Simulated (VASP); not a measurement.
A run of VASP 6.6.1:

File INCAR:

```
PREC = Accurate
ENCUT = 520
EDIFF = 1E-7
ISMEAR = -1
SIGMA = 0.1
LREAL = F
LASPH = T
NELM = 150
ALGO = Normal
ISIF = 2
LWAVE = F
LCHARG = F
MAGMOM = 0 0 0
LORBIT = 11
LSORBIT = T
GGA_COMPAT = F
LORBMOM = T
GGA = RE
NBANDS = 20
```

The input KPOINTS:

```
Automatic mesh
0
Gamma
  8 8 8
```

POSCAR

```
K
1.0
   -2.7107253173      2.7107253173      2.7107253173
    2.7107253173     -2.7107253173      2.7107253173
    2.7107253173      2.7107253173     -2.7107253173
K
1
Direct
    0.0000000000      0.0000000000      0.0000000000
```

Potentials or basis: VASP PAW PBE potentials, release 64 (K_sv).

Command:

```sh
$ cat potpaw_PBE.64/K_sv/POTCAR > POTCAR
$ mpirun -np 1 vasp_ncl > vasp.out
```

Hardware: 1 thread of Intel Xeon 8259CL, on a shared host.

Estimate the wall time of this run.

It took 2.7 min on 1 thread of Intel Xeon 8259CL, on a shared host, peak memory 0.4 GiB. Counts: scf iterations 12, k points 29.
